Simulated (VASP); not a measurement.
# Cu (Fm-3m) in VASP: a series of runs

Runs on Cu. Level: revPBE. Tasks: single point.

All numbers are computed with VASP 6.6.1; they aren't measurements. Logs are shortened: lines on timing, memory, paths and dates and some standing lists are left out, and cuts for length are marked.

## (1) The cell of the first run

It takes space group Fm-3m (No. 225, cubic). The conventional cell has a = 3.508 Å, b = 3.508 Å, c = 3.508 Å, α = 90.00°, β = 90.00°, γ = 90.00°. Cu (site symmetry m-3m) has 12 Cu at 2.48 Å within 3.3 Å.

## (2) Single point, revPBE (volume scaled by 0.88)

Contents of INCAR:

```
PREC     = Accurate       # precision mode
ENCUT    = 520            # plane-wave cutoff, eV
EDIFF    = 1E-6           # SCF threshold, eV
ISMEAR   = -1             # smearing method
SIGMA    = 0.1            # smearing width, eV
LREAL    = F              # projectors in reciprocal space
LASPH    = T              # aspherical terms in the spheres
NELM     = 80             # most SCF steps
ALGO     = Normal         # electronic algorithm
ISIF     = 2              # what is computed and relaxed
LWAVE    = F              # write WAVECAR
LCHARG   = F              # write CHGCAR
GGA      = RE             # functional
NBANDS   = 12             # bands
```

Contents of KPOINTS:

```
regular mesh
0
Gamma
  24 24 24
```

Contents of POSCAR:

```
Cu
1.0
    0.0000000000      1.7537674697      1.7537674697
    1.7537674697      0.0000000000      1.7537674697
    1.7537674697      1.7537674697      0.0000000000
Cu
1
Direct
    0.0000000000      0.0000000000      0.0000000000
```

Potentials or basis: VASP PAW PBE potentials, release 64 (Cu).

Run with:

```
cat potpaw_PBE.64/Cu/POTCAR > POTCAR
mpirun -np 1 vasp_std > vasp.out
```

OUTCAR:

```text
PREC = Accurate
   ENCUT = 520
   EDIFF = 1E-6
   ISMEAR = -1
   LREAL = F
   LASPH = T
   NELM = 80
   ISIF = 2
   GGA = RE

 ion  position               nearest neighbor table
   1  0.000  0.000  0.000-

  LATTYP: Found a face centered cubic cell.
 ALAT       =     3.5075349394

  Lattice vectors:

 A1 = (   0.0000000000,   1.7537674697,   1.7537674697)
 A2 = (   1.7537674697,   0.0000000000,   1.7537674697)
 A3 = (   1.7537674697,   1.7537674697,   0.0000000000)

Analysis of symmetry for initial positions (statically):
=====================================================================
 Subroutine PRICEL returns:
 Original cell was already a primitive cell.

 Routine SETGRP: Setting up the symmetry group for a
 face centered cubic supercell.

 Subroutine GETGRP returns: Found 48 space group operations
 (whereof 48 operations were pure point group operations)
 out of a pool of 48 trial point group operations.

The static configuration has the point symmetry O_h .

Analysis of symmetry for dynamics (positions and initial velocities):
=====================================================================
 Subroutine PRICEL returns:
 Original cell was already a primitive cell.

 Routine SETGRP: Setting up the symmetry group for a
 face centered cubic supercell.

 Subroutine GETGRP returns: Found 48 space group operations
 (whereof 48 operations were pure point group operations)
 out of a pool of 48 trial point group operations.

The dynamic configuration has the point symmetry O_h .

 Subroutine INISYM returns: Found 48 space group operations
 (whereof 48 operations are pure point group operations),
 and found     1 'primitive' translations

----------------------------------------------------------------------------------------

                                     Primitive cell

  volume of cell :      10.7881

  direct lattice vectors                    reciprocal lattice vectors
     0.000000000  1.753767470  1.753767470    -0.285100510  0.285100510  0.285100510
     1.753767470  0.000000000  1.753767470     0.285100510 -0.285100510  0.285100510
     1.753767470  1.753767470  0.000000000     0.285100510  0.285100510 -0.285100510

  length of vectors
     2.480201741  2.480201741  2.480201741     0.493808569  0.493808569  0.493808569

  position of ions in fractional coordinates (direct lattice)
     0.000000000  0.000000000  0.000000000

  ion indices of the primitive-cell ions
   primitive index   ion index
                 1           1

----------------------------------------------------------------------------------------

 KPOINTS: regular mesh

Automatic generation of k-mesh.
 Grid dimensions read from file:
 generate k-points for:   24   24   24

 Generating k-lattice:

  Cartesian coordinates                     Fractional coordinates (reciprocal lattice)
    -0.011879188  0.011879188  0.011879188     0.041666667  0.000000000  0.000000000
     0.011879188 -0.011879188  0.011879188     0.000000000  0.041666667  0.000000000
     0.011879188  0.011879188 -0.011879188     0.000000000  0.000000000  0.041666667

  Length of vectors
     0.020575357  0.020575357  0.020575357

  Shift w.r.t. Gamma in fractional coordinates (k-lattice)
     0.000000000  0.000000000  0.000000000

 Subroutine IBZKPT returns following result:
 ===========================================

 Found    413 irreducible k-points:

 Following reciprocal coordinates:
            Coordinates               Weight
  0.000000  0.000000  0.000000      1.000000
  0.041667  0.000000  0.000000      8.000000
  0.083333  0.000000  0.000000      8.000000
  0.125000  0.000000  0.000000      8.000000
  0.166667  0.000000  0.000000      8.000000
  0.208333  0.000000  0.000000      8.000000
[... 16 lines left out ...]
  0.416667  0.041667  0.000000     24.000000
  0.458333  0.041667  0.000000     24.000000
 [... further k-points ...]
   k-points           NKPTS =    413   k-points in BZ     NKDIM =    413   number of bands    NBANDS=     12
   number of dos      NEDOS =    301   number of ions     NIONS =      1
   total plane-waves  NPLWV =   5832
   dimension x,y,z NGX =    18 NGY =   18 NGZ =   18
   dimension x,y,z NGXF=    36 NGYF=   36 NGZF=   36
   ions per type =               1
   NGX,Y,Z   is equivalent  to a cutoff of  12.07, 12.07, 12.07 a.u.
   NGXF,Y,Z  is equivalent  to a cutoff of  24.13, 24.13, 24.13 a.u.
 SYSTEM =  unknown system
   PREC   = accura    normal or accurate (medium, high low for compatibility)
   ISTART =      0    job   : 0-new  1-cont  2-samecut
   ICHARG =      2    charge: 1-file 2-atom 10-const
   ISPIN  =      1    spin polarized calculation?
   LNONCOLLINEAR =      F non collinear calculations
   LSORBIT =      F    spin-orbit coupling
   LASPH  =      T    aspherical Exc in radial PAW
   ENCUT  =  520.0 eV  38.22 Ry    6.18 a.u.   4.61  4.61  4.61*2*pi/ulx,y,z
   NELM   =     80;   NELMIN=  2; NELMDL= -5     # of ELM steps
   EDIFF  = 0.1E-05   stopping-criterion for ELM
   LREAL  =      F    real-space projection
   EDIFFG = 0.1E-04   stopping-criterion for IOM
   NSW    =      0    number of steps for IOM
   IBRION =     -1    ionic relax: 0-MD 1-quasi-New 2-CG
   NFREE  =      0    steps in history (QN), initial steepest desc. (CG)
   ISIF   =      2    stress and relaxation
   ISYM   =      2    0-nonsym 1-usesym 2-fastsym
   POTIM  = 0.5000    time-step for ionic-motion
   TEBEG  =    0.0;   TEEND  =   0.0 temperature during run
   PSTRESS=    0.0 pullay stress
   NELECT =      11.0000    total number of electrons
   NUPDOWN=      -1.0000    fix difference up-down
   EMIN   =  10.00;   EMAX   =-10.00  energy-range for DOS
   EFERMI =   0.00;   METHOD = LEGACY
   ISMEAR =    -1;   SIGMA  =   0.10  broadening in eV -4-tet -1-fermi 0-gaus
   EFERMI_NEDOS =   21; number of points for ismear=-14 and -15
   IALGO  =     38    algorithm
   IMIX   =      4    mixing-type and parameters
     AMIX     =   0.40;   BMIX     =  1.00
     AMIX_MAG =   1.60;   BMIX_MAG =  1.00
  volume/ion in A,a.u.               =      10.79        72.80
  Fermi-wavevector in a.u.,A,eV,Ry     =   1.647746  3.113789 36.940748  2.715068
  Thomas-Fermi vector in A             =   2.737153
   LORBIT       =      0    0 simple, 1 ext, 2 COOP (PROOUT), +10 PAW based schemes
   GGA     = RE    functional components
   LHFCALC =     F    Hartree Fock is set to
   AEXX    =    0.0000 exact exchange contribution
   IVDW    =     0    specifies the selected vdW correction
   LEPSILON=     F    determine dielectric tensor
   LRPA    =     F    only Hartree local field effects (RPA)
 non-spin polarized calculation
  energy-cutoff  :      520.00
  volume of cell :       10.79
 maximum number of plane-waves:       303
   NGX =  9   NGY =  9   NGZ =  9

 number of electron      10.9999993 magnetization

 Free energy of the ion-electron system (eV)
  ---------------------------------------------------
  ext. energy  EPLUGINS =         0.00000000
  ---------------------------------------------------
  free energy    TOTEN  =        -3.25778428 eV

  energy without entropy =       -3.24887911  energy(sigma->0) =       -3.25333170

 E-fermi :   8.9077     XC(G=0): -13.1625

 val. band max:        8.8876428919   @ k =   0.4583   0.2500   0.0000
 cond. band min:       8.9256549081   @ k =  -0.4167   0.1250   0.0417
 fundamental gap:      0.0380120162
 Fermi energy:         8.9076547190

 k-point     1 :       0.0000    0.0000    0.0000
  band No.  band energies     occupation
      1      -1.1830      2.00000
      2       5.5550      2.00000
      3       5.5550      2.00000
      4       5.5550      2.00000
      5       6.4983      2.00000
      6       6.4983      2.00000
      7      32.1493      0.00000
      8      35.5724      0.00000
      9      35.5724      0.00000
     10      35.5724      0.00000
     11      38.1587      0.00000
     12      38.1587      0.00000

 k-point     2 :       0.0417    0.0000    0.0000
  band No.  band energies     occupation
      1      -1.1153      2.00000
      2       5.5390      2.00000
      3       5.5689      2.00000
      4       5.5689      2.00000
      5       6.4925      2.00000
      6       6.4925      2.00000
      7      31.8913      0.00000
      8      34.4747      0.00000
      9      35.3493      0.00000
     10      35.3494      0.00000
     11      38.4702      0.00000
     12      38.4702      0.00000

 k-point     3 :       0.0833    0.0000    0.0000
  band No.  band energies     occupation
      1      -0.9137      2.00000
      2       5.4935      2.00000
      3       5.6076      2.00000
      4       5.6076      2.00000
      5       6.4779      2.00000
      6       6.4779      2.00000
      7      30.7034      0.00000
      8      33.4037      0.00000
      9      34.8746      0.00000
     10      34.8746      0.00000
     11      39.1904      0.00000
     12      39.1904      0.00000
[... 286 lines left out ...]
 k-point    23 :       0.4167    0.0417    0.0000
  band No.  band energies     occupation
      1       3.0706      2.00000
      2       5.5339      2.00000
      3       5.5900      2.00000
      4       6.1917      2.00000
      5       7.0778      2.00000
      6       7.2205      2.00000
      7      15.2885      0.00000
      8      30.5084      0.00000
      9      31.3559      0.00000
     10      32.7073      0.00000
     11      35.9782      0.00000
     12      37.0173      0.00000

 k-point    24 :       0.4583    0.0417    0.0000
  band No.  band energies     occupation
      1       3.2387      2.00000
      2       5.5006      2.00000
      3       5.5553      2.00000
      4       6.6126      2.00000
      5       7.1356      2.00000
      6       7.6049      2.00000
      7      13.9513      0.00000
      8      30.3139      0.00000
      9      31.5192      0.00000
     10      32.2234      0.00000
     11      35.9728      0.00000
     12      36.4337      0.00000

 [... further k-points ...]

------------------------ aborting loop because EDIFF is reached ----------------------------------------

  FORCE on cell =-STRESS in cart. coord.  units (eV):
  Direction    XX          YY          ZZ          XY          YZ          ZX
  --------------------------------------------------------------------------------------
  -------------------------------------------------------------------------------------
  Total        1.5773238      1.5773238      1.5773238      0.0000000     -0.0000000     -0.0000000
  in kB      234.2531382    234.2531382    234.2531382      0.0000000     -0.0000000     -0.0000000
  external PRESSURE =     234.2531382 kB  Pullay stress =       0.0000000 kB

 VOLUME and BASIS-vectors are now :
 -----------------------------------------------------------------------------
  energy-cutoff  :      520.00
  volume of cell :       10.79
      direct lattice vectors                 reciprocal lattice vectors
     0.000000000  1.753767470  1.753767470    -0.285100510  0.285100510  0.285100510
     1.753767470  0.000000000  1.753767470     0.285100510 -0.285100510  0.285100510
     1.753767470  1.753767470  0.000000000     0.285100510  0.285100510 -0.285100510

 POSITION                                       TOTAL-FORCE (eV/Angst)
 -----------------------------------------------------------------------------------
      0.00000      0.00000      0.00000         0.000000      0.000000      0.000000
 -----------------------------------------------------------------------------------
    total drift:                                0.000000     -0.000000      0.000000

  FREE ENERGIE OF THE ION-ELECTRON SYSTEM (eV)
  ---------------------------------------------------
  free  energy   TOTEN  =        -3.2577842831 eV

  energy  without entropy=       -3.2488791075  energy(sigma->0) =       -3.25333170
```

Wall time 17 s (1 thread of Intel Xeon 6975P-C (Granite Rapids), shared host); peak memory 0.16 GiB.

What came out:

* Free energy: -3.2578 eV
* Pressure: 23.4 GPa

Caveat: the cell differs from its parent crystal (volume scaled by 0.88); the PAW data sets were made with another functional, which shifts forces and pressure a little.

## (3) Single point, revPBE (volume scaled by 0.92)

Contents of INCAR:

```
SYSTEM = Cu
PREC = Accurate
ENCUT = 520
EDIFF = 1E-6
ISMEAR = -1
SIGMA = 0.1
LREAL = .FALSE.
LASPH = .TRUE.
NELM = 80
ALGO = Normal
ISIF = 2
LWAVE = .FALSE.
LCHARG = .FALSE.
GGA = RE
NBANDS = 12
```

Contents of KPOINTS:

```
Automatic mesh
0
G
  24 24 24
  0 0 0
```

Contents of POSCAR:

```
Cu
1.0
    0.0000000000      1.7799469632      1.7799469632
    1.7799469632      0.0000000000      1.7799469632
    1.7799469632      1.7799469632      0.0000000000
Cu
1
Direct
    0.0000000000      0.0000000000      0.0000000000
```

Potentials or basis: VASP PAW PBE potentials, release 64 (Cu).

Run with:

```
cat potpaw_PBE.64/Cu/POTCAR > POTCAR
mpirun -np 1 vasp_std > vasp.out
```

It took 20 s on 1 thread of Intel Xeon 6975P-C (Granite Rapids), shared host; peak memory 0.17 GiB.

Results (log left out):

```
Free energy : -3.3147 eV
Pressure    : 13.9 GPa
```

Levels at points of the mesh, in eV from the Fermi level:
```csv
k point,band 2,band 3,band 4,band 5,band 6,band 7,band 8,band 9,band 10,band 11
"(0.00, 0.00, 0.00)",-3.20,-3.20,-3.20,-2.32,-2.32,22.90,25.97,25.97,25.97,28.49
"(0.50, 0.00, 0.00)",-3.23,-3.23,-1.71,-1.71,-1.17,3.99,21.36,22.82,22.82,25.71
"(0.50, 0.50, 0.00)",-4.69,-1.73,-1.55,-1.55,1.44,7.42,13.44,13.44,18.00,21.03
```

Caveat: the cell differs from its parent crystal (volume scaled by 0.92); the PAW data sets were made with another functional, which shifts forces and pressure a little.

## (4) Single point, revPBE (volume scaled by 0.96)

Contents of INCAR:

```
  ALGO = Normal
  EDIFF = 1E-6
  ENCUT = 520
  GGA = RE
  ISIF = 2
  ISMEAR = -1
  LASPH = True
  LCHARG = False
  LREAL = False
  LWAVE = False
  NBANDS = 12
  NELM = 60
  PREC = Accurate
  SIGMA = 0.1
```

Contents of KPOINTS:

```
k-points
0
Gamma
  24 24 24
```

Contents of POSCAR:

```
Cu
1.0
    0.0000000000      1.8053782129      1.8053782129
    1.8053782129      0.0000000000      1.8053782129
    1.8053782129      1.8053782129      0.0000000000
Cu
1
Direct
    0.0000000000      0.0000000000      0.0000000000
```

Run with:

```
cat potpaw_PBE.64/Cu/POTCAR > POTCAR
mpirun -np 1 vasp_std > vasp.out
```

Run time: 19 s. Hardware: 1 thread of Intel Xeon 6975P-C (Granite Rapids), shared host; peak memory 0.17 GiB.

Results (log left out):

```
Free energy : -3.3458 eV
Pressure    : 6.5 GPa
```

Levels at points of the mesh, in eV from the Fermi level:
```tsv
k point	band 2	band 3	band 4	band 5	band 6	band 7	band 8	band 9	band 10	band 11
(0.00, 0.00, 0.00)	-3.06	-3.06	-3.06	-2.23	-2.23	22.56	25.30	25.30	25.30	27.77
(0.50, 0.00, 0.00)	-3.09	-3.09	-1.66	-1.66	-1.04	3.77	21.05	22.16	22.16	25.10
(0.50, 0.50, 0.00)	-4.46	-1.68	-1.52	-1.52	1.48	7.13	13.11	13.11	17.56	20.31
```

Caveat: the cell differs from its parent crystal (volume scaled by 0.96); the PAW data sets were made with another functional, which shifts forces and pressure a little.

## (5) Single point, revPBE

This run uses another cell than the first one, of 12.26 Å³/atom, 1.136 times its volume.

Edit INCAR of step 4 so:

```diff
@@ -1,3 +1,3 @@
   ALGO = Normal
-  EDIFF = 1E-6
+  EDIFF = 1E-7
   ENCUT = 520
@@ -11,3 +11,3 @@
   NBANDS = 12
-  NELM = 60
+  NELM = 80
   PREC = Accurate
```

KPOINTS is that of step 4.

Contents of POSCAR:

```
Cu
1.0
    0.0000000000      1.8301124949      1.8301124949
    1.8301124949      0.0000000000      1.8301124949
    1.8301124949      1.8301124949      0.0000000000
Cu
1
Direct
    0.0000000000      0.0000000000      0.0000000000
```

Run with:

```
cat potpaw_PBE.64/Cu/POTCAR > POTCAR
mpirun -np 1 vasp_std > vasp.out
```

Run time: 23 s. Hardware: 1 thread of Intel Xeon 6975P-C (Granite Rapids), shared host; peak memory 0.17 GiB.

The run converged. Its results:

- Free energy: -3.3566 eV
- Pressure: 0.6 GPa

Levels at points of the mesh, in eV from the Fermi level:
| k point | band 2 | band 3 | band 4 | band 5 | band 6 | band 7 | band 8 | band 9 | band 10 | band 11 |
| --- | --- | --- | --- | --- | --- | --- | --- | --- | --- | --- |
| (0.00, 0.00, 0.00) | -2.93 | -2.93 | -2.93 | -2.16 | -2.16 | 22.24 | 24.66 | 24.66 | 24.66 | 27.11 |
| (0.50, 0.00, 0.00) | -2.96 | -2.96 | -1.62 | -1.62 | -0.92 | 3.57 | 20.74 | 21.53 | 21.53 | 24.52 |
| (0.50, 0.50, 0.00) | -4.24 | -1.64 | -1.49 | -1.49 | 1.51 | 6.85 | 12.80 | 12.80 | 17.15 | 19.65 |

Caveat: the PAW data sets were made with another functional, which shifts forces and pressure a little.

[end of part 1 of 2]
